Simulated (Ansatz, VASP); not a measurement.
## One calculation of Al, two programs

```
Al
1.0
     2.81246    0.00000    0.00000
    -1.40623    2.43566    0.00000
     0.00000    0.00000    4.86685
Al
2
Direct
  0.66667 0.33333 0.75000
  0.33333 0.66667 0.25000
```

Alike in both runs: task relaxation of cell and atoms; functional r2SCAN; dispersion D4; k mesh 7 × 7 × 4; occupations fermi-dirac, width 0.3 eV; no spin polarisation.

|  | VASP | Ansatz |
| --- | --- | --- |
| version | VASP 6.6.1 | Ansatz 0.2.0 |
| potentials or method | VASP PAW PBE potentials, release 64 (Al), cutoff 600 eV | plane waves, PAW |
| valence electrons in the cell | 6 | 6 |

|  | VASP | Ansatz | Ansatz less VASP |
| --- | --- | --- | --- |
| relaxed volume (Å³/atom) | 15.87 | 15.94 | +0.068 |
| relaxed cell length with the largest relative difference (Å) | 2.821 | 2.826 | +0.0047 |

VASP's potentials were made for PBE, not for r2SCAN.

The k mesh is coarse, so the values compare programs but aren't converged.
